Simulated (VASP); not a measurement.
# Ge in VASP: a series of runs

Ge is run at these levels: PBE, r2SCAN; tasks: single point.

Everything below comes from runs of VASP 6.6.1. Logs are shortened: lines on timing, memory, paths and dates and some standing lists are left out, and cuts for length are marked.

## 1. The cell of the first run

The structure is orthorhombic, space group Imma (No. 74). Conventional cell: a = 3.969 Å, b = 4.054 Å, c = 5.674 Å, α = 90.00°, β = 90.00°, γ = 90.00°. Within 3.2 Å of Ge (site symmetry mm2) lie 4 Ge at 2.45 to 2.47 Å.

## 2. Single point, PBE (shear xy strain +2.1%)

INCAR reads:

```
ALGO     = Normal         # electronic algorithm
EDIFF    = 1E-6           # SCF threshold, eV
ENCUT    = 520            # plane-wave cutoff, eV
GGA      = PE             # functional
ISIF     = 2              # what is computed and relaxed
ISMEAR   = -1             # smearing method
LASPH    = True           # aspherical terms in the spheres
LCHARG   = True           # write CHGCAR
LELF     = True           # ELF
LREAL    = False          # projectors in reciprocal space
LVHAR    = True         
LWAVE    = False          # write WAVECAR
NBANDS   = 21             # bands
NELM     = 100            # most SCF steps
PREC     = Accurate       # precision mode
SIGMA    = 0.02           # smearing width, eV
```

KPOINTS reads:

```
k-points
0
Gamma
  8 8 8
```

POSCAR reads:

```
Ge
1.0
    0.0300708592      2.8368735121      2.8368735121
    2.8368735121      0.0300708592      2.8368735121
    2.8669443714      2.8669443714      0.0000000001
Ge
2
Direct
    0.0012685232      0.0012685232     -0.0012685232
    0.2487314768      0.2487314768      0.2512685232
```

Potentials or basis: VASP PAW PBE potentials, release 64 (Ge_d).

Run with:

```sh
$ cat potpaw_PBE.64/Ge_d/POTCAR > POTCAR
$ mpirun -np 1 vasp_std > vasp.out
```

OUTCAR:

```text
EDIFF = 1E-6
   ENCUT = 520
   GGA = PE
   ISIF = 2
   ISMEAR = -1
   LASPH = True
   LREAL = False
   NELM = 100
   PREC = Accurate

 ion  position               nearest neighbor table
   1  0.001  0.001  0.999-   2 2.45   2 2.45   2 2.47   2 2.47
   2  0.249  0.249  0.251-   1 2.45   1 2.45   1 2.47   1 2.47

  LATTYP: Found a body centered orthorhombic cell.
 ALAT       =     3.9694183786
 B/A-ratio  =     1.0214271276
 C/A-ratio  =     1.4293648295

  Lattice vectors:

 A1 = (   2.8368735122,   0.0300708593,  -2.8368735120)
 A2 = (  -2.8368735121,  -0.0300708592,  -2.8368735121)
 A3 = (   0.0300708592,   2.8368735121,   2.8368735121)

Analysis of symmetry for initial positions (statically):
=====================================================================
 Subroutine PRICEL returns:
 Original cell was already a primitive cell.

 Routine SETGRP: Setting up the symmetry group for a
 body centered orthorhombic supercell.

 Subroutine GETGRP returns: Found  8 space group operations
 (whereof  4 operations were pure point group operations)
 out of a pool of  8 trial point group operations.

The static configuration has the point symmetry C_2v.
 The point group associated with its full space group is D_2h.

Analysis of symmetry for dynamics (positions and initial velocities):
=====================================================================
 Subroutine PRICEL returns:
 Original cell was already a primitive cell.

 Routine SETGRP: Setting up the symmetry group for a
 body centered orthorhombic supercell.

 Subroutine GETGRP returns: Found  8 space group operations
 (whereof  4 operations were pure point group operations)
 out of a pool of  8 trial point group operations.

The dynamic configuration has the point symmetry C_2v.
 The point group associated with its full space group is D_2h.

 Subroutine INISYM returns: Found  8 space group operations
 (whereof  4 operations are pure point group operations),
 and found     1 'primitive' translations

----------------------------------------------------------------------------------------

                                     Primitive cell

  volume of cell :      45.6563

  direct lattice vectors                    reciprocal lattice vectors
[... 76 lines left out ...]
   NGXF,Y,Z  is equivalent  to a cutoff of  24.86, 24.86, 24.60 a.u.
 SYSTEM =  unknown system
   PREC   = accura    normal or accurate (medium, high low for compatibility)
   ISTART =      0    job   : 0-new  1-cont  2-samecut
   ICHARG =      2    charge: 1-file 2-atom 10-const
   ISPIN  =      1    spin polarized calculation?
   LNONCOLLINEAR =      F non collinear calculations
   LSORBIT =      F    spin-orbit coupling
   LASPH  =      T    aspherical Exc in radial PAW
   ENCUT  =  520.0 eV  38.22 Ry    6.18 a.u.   7.46  7.46  7.54*2*pi/ulx,y,z
   NELM   =    100;   NELMIN=  2; NELMDL= -5     # of ELM steps
   EDIFF  = 0.1E-05   stopping-criterion for ELM
   LREAL  =      F    real-space projection
   EDIFFG = 0.1E-04   stopping-criterion for IOM
   NSW    =      0    number of steps for IOM
   IBRION =     -1    ionic relax: 0-MD 1-quasi-New 2-CG
   NFREE  =      0    steps in history (QN), initial steepest desc. (CG)
   ISIF   =      2    stress and relaxation
   ISYM   =      2    0-nonsym 1-usesym 2-fastsym
   POTIM  = 0.5000    time-step for ionic-motion
   TEBEG  =    0.0;   TEEND  =   0.0 temperature during run
   PSTRESS=    0.0 pullay stress
   NELECT =      28.0000    total number of electrons
   NUPDOWN=      -1.0000    fix difference up-down
   EMIN   =  10.00;   EMAX   =-10.00  energy-range for DOS
   EFERMI =   0.00;   METHOD = LEGACY
   ISMEAR =    -1;   SIGMA  =   0.02  broadening in eV -4-tet -1-fermi 0-gaus
   EFERMI_NEDOS =   21; number of points for ismear=-14 and -15
   IALGO  =     38    algorithm
   IMIX   =      4    mixing-type and parameters
     AMIX     =   0.40;   BMIX     =  1.00
     AMIX_MAG =   1.60;   BMIX_MAG =  1.00
  volume/ion in A,a.u.               =      22.83       154.05
  Fermi-wavevector in a.u.,A,eV,Ry     =   1.390893  2.628407 26.321614  1.934584
  Thomas-Fermi vector in A             =   2.514785
   LORBIT       =      0    0 simple, 1 ext, 2 COOP (PROOUT), +10 PAW based schemes
   GGA     = PE    functional components
   LHFCALC =     F    Hartree Fock is set to
   AEXX    =    0.0000 exact exchange contribution
   IVDW    =     0    specifies the selected vdW correction
   LEPSILON=     F    determine dielectric tensor
   LRPA    =     F    only Hartree local field effects (RPA)
 non-spin polarized calculation
  energy-cutoff  :      520.00
  volume of cell :       45.66
 maximum number of plane-waves:      1256
 NGX is ok and might be reduce to    30
   NGX = 15   NGY = 15   NGZ = 15

 number of electron      28.0000011 magnetization

 Free energy of the ion-electron system (eV)
  ---------------------------------------------------
  ext. energy  EPLUGINS =         0.00000000
  ---------------------------------------------------
  free energy    TOTEN  =        -9.00310602 eV

  energy without entropy =       -9.00297245  energy(sigma->0) =       -9.00303924

 E-fermi :   4.9288     XC(G=0):  -9.8840

 val. band max:        4.9095169907   @ k =   0.0000   0.0000   0.0000
 cond. band min:       4.9651343425   @ k =   0.5000   0.0000   0.0000
 fundamental gap:      0.0556173517
 Fermi energy:         4.9287875454

 k-point     1 :       0.0000    0.0000    0.0000
  band No.  band energies     occupation
      1     -19.8969      2.00000
      2     -19.8889      2.00000
      3     -19.8804      2.00000
      4     -19.8532      2.00000
      5     -19.8531      2.00000
      6     -19.6562      2.00000
[... 565 lines left out ...]
     20      13.8621      0.00000
     21      14.4230      0.00000

 [... further k-points ...]
[... 5 lines left out ...]
  --------------------------------------------------------------------------------------
  -------------------------------------------------------------------------------------
  Total        0.8607609      0.8607609      0.8605592     -0.3722853     -0.0000000     -0.0000000
  in kB       30.2059153     30.2059153     30.1988359    -13.0642753     -0.0000000     -0.0000000
  external PRESSURE =      30.2035555 kB  Pullay stress =       0.0000000 kB

 VOLUME and BASIS-vectors are now :
 -----------------------------------------------------------------------------
  energy-cutoff  :      520.00
  volume of cell :       45.66
      direct lattice vectors                 reciprocal lattice vectors
     0.030070859  2.836873512  2.836873512    -0.178138637  0.178138637  0.176250368
     2.836873512  0.030070859  2.836873512     0.178138637 -0.178138637  0.176250368
     2.866944371  2.866944371  0.000000000     0.174401710  0.174401710 -0.176250368

 POSITION                                       TOTAL-FORCE (eV/Angst)
 -----------------------------------------------------------------------------------
      2.86694      2.86694      0.00720        -0.000000     -0.000000      0.037861
      1.43347      1.43347      1.41124         0.000000      0.000000     -0.037861
 -----------------------------------------------------------------------------------
    total drift:                                0.000000      0.000000     -0.000000

  FREE ENERGIE OF THE ION-ELECTRON SYSTEM (eV)
  ---------------------------------------------------
  free  energy   TOTEN  =        -9.0031060209 eV

  energy  without entropy=       -9.0029724519  energy(sigma->0) =       -9.00303924
```

OSZICAR:

```text
N       E                     dE             d eps       ncg     rms          rms(c)
DAV:   1     0.190067802379E+03    0.19007E+03   -0.14461E+04  4374   0.361E+03
DAV:   2     0.190182073690E+02   -0.17105E+03   -0.16592E+03  4005   0.625E+02
DAV:   3    -0.816229295041E+01   -0.27181E+02   -0.26983E+02  4585   0.144E+02
DAV:   4    -0.907377390797E+01   -0.91148E+00   -0.91104E+00  4525   0.309E+01
DAV:   5    -0.908894170705E+01   -0.15168E-01   -0.15167E-01  4550   0.440E+00    0.317E+00
DAV:   6    -0.903131769611E+01    0.57624E-01   -0.21420E-02  4564   0.144E+00    0.188E+00
DAV:   7    -0.900124719586E+01    0.30071E-01   -0.48794E-02  4708   0.197E+00    0.149E-01
DAV:   8    -0.900292365232E+01   -0.16765E-02   -0.57433E-03  4530   0.910E-01    0.457E-02
DAV:   9    -0.900307770514E+01   -0.15405E-03   -0.21976E-04  4603   0.200E-01    0.177E-02
DAV:  10    -0.900310368557E+01   -0.25980E-04   -0.45124E-05  4668   0.731E-02    0.581E-03
DAV:  11    -0.900310575244E+01   -0.20669E-05   -0.55585E-06  4096   0.315E-02    0.153E-03
DAV:  12    -0.900310602090E+01   -0.26846E-06   -0.24648E-07  2790   0.668E-03
   1 F= -.90031060E+01 E0= -.90030392E+01  d E =-.133569E-03
```

stdout:

```text
POSCAR found type information on POSCAR Ge
 POSCAR found :  1 types and       2 ions
 scaLAPACK will be used
 LDA part: xc-table for (Slater+PW92), standard interpolation
 POSCAR, INCAR and KPOINTS ok, starting setup
 FFT: planning ... GRIDC
 FFT: planning ... GRID_SOFT
 FFT: planning ... GRID
 WAVECAR not read
 entering main loop
```

Run time: 39 s. Hardware: 1 thread of Intel Xeon 6975P-C (Granite Rapids), shared host; peak memory 0.21 GiB.

What came out:

| Item | Value |
| --- | --- |
| Free energy | -9.0031 eV |
| Pressure | 3.0 GPa |
| Largest force | 0.038 eV/Å |
| Band gap on the k mesh | 0.06 eV, indirect (least direct gap 0.09 eV) |

Forces on the atoms (eV/Å):
```
Ge   0.000  0.000  0.038
Ge   0.000  0.000 -0.038
```

Caveat: the cell differs from its parent crystal (shear xy strain +2.1%). A k mesh can miss the band edges.

## 3. Single point, r2SCAN (epitaxial xy strain +1.6%)

POSCAR reads:

```
Ge
1.0
    0.0000000000      2.8808450516      2.8066145844
    2.8808450516      0.0000000000      2.8066145844
    2.8808450516      2.8808450516      0.0000000000
Ge
2
Direct
    0.0000000000      0.0000000000      0.0000000000
    0.2500000000      0.2500000000      0.2500000000
```

INCAR.step1 reads:

```
SYSTEM = Ge
ALGO = Normal
EDIFF = 1E-4
ENCUT = 520
GGA = PE
ISMEAR = -1
LASPH = .True.
LCHARG = .False.
LREAL = .False.
LWAVE = .True.
NBANDS = 21
NELM = 60
PREC = Accurate
SIGMA = 0.02
```

INCAR.step2 reads:

```
SYSTEM = Ge
ALGO = Normal
EDIFF = 1E-7
ENCUT = 520
ISIF = 2
ISMEAR = -1
ISTART = 1
LASPH = .True.
LCHARG = .False.
LMIXTAU = .True.
LREAL = .False.
LWAVE = .False.
METAGGA = R2SCAN
NBANDS = 21
NELM = 60
PREC = Accurate
SIGMA = 0.02
```

KPOINTS reads:

```
k-points
0
Gamma
  8 8 8
  0 0 0
```

Potentials or basis: VASP PAW PBE potentials, release 64 (Ge_d).

Run with:

```sh
$ cat potpaw_PBE.64/Ge_d/POTCAR > POTCAR
$ cp INCAR.step1 INCAR
$ mpirun -np 1 vasp_std > vasp.out
$ cp INCAR.step2 INCAR
$ mpirun -np 1 vasp_std > vasp.out
```

Run time: 2 min. Hardware: 1 thread of Intel Xeon 6975P-C (Granite Rapids), shared host; peak memory 0.19 GiB.

The run converged. Its results:

* Free energy: -27.7273 eV
* Pressure: -1.3 GPa
* Band gap on the k mesh: 0.01 eV, direct

Stress tensor (GPa, compression positive):
```
-1.93  0.00  0.00
 0.00 -1.93  0.00
 0.00  0.00  0.05
```

Levels at points of the mesh, in eV from the valence-band top:
| k point | band 12 | band 13 | band 14 | band 15 | band 16 | band 17 |
| --- | --- | --- | --- | --- | --- | --- |
| (0.00, 0.00, 0.00) | -0.19 | -0.19 | 0.00 | 0.01 | 2.48 | 2.63 |
| (0.50, 0.00, 0.00) | -7.86 | -1.68 | -1.45 | 0.21 | 3.78 | 3.95 |
| (0.50, 0.50, 0.00) | -9.15 | -3.37 | -3.37 | 0.74 | 0.74 | 9.75 |
| (0.50, 0.00, 0.50) | -9.27 | -3.19 | -3.19 | 0.95 | 0.95 | 9.68 |

Caveat: the cell differs from its parent crystal (epitaxial xy strain +1.6%); the PAW data sets were made with another functional, which shifts forces and pressure a little.

## 4. Single point, r2SCAN (shear xy strain +2.1%)

POSCAR reads:

```
Ge
1.0
    0.0300708592      2.8368735121      2.8368735121
    2.8368735121      0.0300708592      2.8368735121
    2.8669443714      2.8669443714      0.0000000001
Ge
2
Direct
    0.0012685232      0.0012685232     -0.0012685232
    0.2487314768      0.2487314768      0.2512685232
```

INCAR.step1 reads:

```
SYSTEM = Ge
PREC = Accurate ; ENCUT = 520
ISMEAR = -1 ; SIGMA = 0.02
LREAL = .False. ; LASPH = .True.
NELM = 100 ; NBANDS = 21
GGA = PE ; ALGO = Normal
EDIFF = 1E-4 ; LWAVE = .True.
LCHARG = .False.
```

INCAR.step2 reads:

```
SYSTEM = Ge
PREC = Accurate ; ENCUT = 520
EDIFF = 1E-6 ; ISMEAR = -1
SIGMA = 0.02 ; LREAL = .False.
LASPH = .True. ; NELM = 100
ALGO = Normal ; ISIF = 2
LWAVE = .False. ; LCHARG = .False.
METAGGA = R2SCAN ; LMIXTAU = .True.
NBANDS = 21 ; ISTART = 1
```

KPOINTS reads:

```
Automatic mesh
0
Gamma
  8 8 8
  0 0 0
```

Run with:

```sh
$ cat potpaw_PBE.64/Ge_d/POTCAR > POTCAR
$ cp INCAR.step1 INCAR
$ mpirun -np 1 vasp_std > vasp.out
$ cp INCAR.step2 INCAR
$ mpirun -np 1 vasp_std > vasp.out
```

Run time: 2.2 min. Hardware: 1 thread of Intel Xeon 6975P-C (Granite Rapids), shared host; peak memory 0.21 GiB.

It converged, with:

```
Free energy            : -27.7317 eV
Pressure               : 0.1 GPa
Largest force          : 0.007 eV/Å
Band gap on the k mesh : 0.21 eV, indirect (least direct gap 0.21 eV)
```

Forces on the atoms (eV/Å):
```
Ge   0.000  0.000  0.007
Ge   0.000  0.000 -0.007
```

Stress tensor (GPa, compression positive):
```
 0.07 -1.41  0.00
-1.41  0.07  0.00
 0.00  0.00  0.04
```

Levels at points of the mesh, in eV from the valence-band top:
```tsv
k point	band 11	band 12	band 13	band 14	band 15	band 16	band 17	band 18
(0.00, 0.00, 0.00)	-13.33	-0.18	-0.09	0.00	0.21	2.51	2.64	2.73
(0.50, 0.00, 0.00)	-11.10	-7.91	-1.64	-1.59	0.21	3.83	3.89	7.49
(0.50, 0.50, 0.00)	-9.33	-9.22	-3.41	-3.16	0.72	1.07	9.88	10.01
(0.00, 0.00, 0.50)	-11.21	-7.93	-1.53	-1.47	0.44	3.92	3.99	7.63
(0.50, 0.00, 0.50)	-9.27	-9.27	-3.29	-3.29	0.89	0.89	9.91	9.91
```

Caveat: the cell differs from its parent crystal (shear xy strain +2.1%); the PAW data sets were made with another functional, which shifts forces and pressure a little.

## 5. Summary

| level | cell | gap on the mesh (eV) | pressure (GPa) | largest force (eV/Å) |
| --- | --- | --- | --- | --- |
| PBE | a = 4.012, b = 4.012, c = 4.054 Å, angles 59.6, 59.6, 59.3°, 2 atoms | 0.06 | 3.0 | 0.04 |
| r2SCAN | a = 4.022, b = 4.022, c = 4.074 Å, angles 59.6, 59.6, 60.9°, 2 atoms | 0.01 | -1.3 | - |
| r2SCAN | a = 4.012, b = 4.012, c = 4.054 Å, angles 59.6, 59.6, 59.3°, 2 atoms | 0.21 | 0.1 | 0.01 |

Alike in all rows: task single point; potentials or basis VASP PAW PBE potentials, release 64 (Ge_d); no spin polarisation; k mesh 8 × 8 × 8; cutoff (eV) 520; smearing fermi-dirac 0.02 eV.

Caveats: the PAW data sets were made with another functional, which shifts forces and pressure a little (some runs).

Absolute energies hang on the potentials; compare differences alone.
